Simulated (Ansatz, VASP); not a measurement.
## One calculation of Tl, two programs

```
CELL_PARAMETERS angstrom
3.52695 0.00000 0.00000
-1.76348 3.05443 0.00000
0.00000 0.00000 11.57772
ATOMIC_POSITIONS crystal
Tl 0.00000 0.00000 0.00000
Tl 0.33333 0.66667 0.25000
Tl 0.00000 0.00000 0.50000
Tl 0.66667 0.33333 0.75000
```

Alike in both runs: functional PBE; k mesh 15 × 15 × 4; occupations gaussian, width 0.1 eV; no spin polarisation.

Ansatz relaxed the structure, and its values are those at the end. VASP's run is a single point on that final structure, the one shown.

```csv
,VASP,Ansatz
version,VASP 6.6.1,Ansatz 0.2.0
potentials or method,"VASP PAW PBE potentials, release 64 (Tl_d), cutoff 520 eV","scalar-relativistic, plane waves, PAW"
valence electrons in the cell,52,52
```

VASP gave:

| Item | Value |
| --- | --- |
| gap on the k mesh at the Fermi level (eV) | none |
| pressure (GPa) | -0.1 |

Task: Estimate Ansatz's values.

Result: gap on the k mesh at the Fermi level (eV): none; pressure (GPa): 0.0.

A gap of «none» marks a metal or a gap that the smearing closes. The functional is the same, so the differences come from potentials, cutoffs and numerics.

Spin-orbit coupling is off throughout.
